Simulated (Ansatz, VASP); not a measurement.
# One calculation of AlBN, two programs

```
Al B N
1.0
     2.64562    0.00000    0.00000
     0.00000    2.64562    0.00000
     0.00000    0.00000    5.40264
Al B N
1 1 1
Direct
  0.50000 0.50000 0.00000
  0.50000 0.50000 0.50000
  0.00000 0.00000 0.00000
```

Alike in both runs: task single point; functional PBE-based screened hybrid; k mesh 5 × 5 × 3; occupations fermi-dirac, width 0.05 eV; no spin polarisation.

|  | VASP | Ansatz |
| --- | --- | --- |
| version | VASP 6.6.1 | Ansatz 0.2.0 |
| potentials or method | VASP PAW PBE potentials, release 64 (Al, B, N) | Ansatz PAW |
| plane-wave cutoff (eV) | 520 | 420 |
| valence electrons in the cell | 11 | 11 |

|  | VASP | Ansatz | Ansatz less VASP |
| --- | --- | --- | --- |
| gap on the k mesh at the Fermi level (eV) | none | none | - |
| pressure (GPa) | -0.4 | -0.3 | +0.08 |
| traceless stress, the component that is largest in VASP (GPa) | 0.78 | 0.83 | +0.048 |

VASP's potentials were made for PBE, not for PBE-based screened hybrid. A gap of «none» marks a metal or a gap that the smearing closes.

The k mesh is coarse, so the values compare programs but aren't converged.
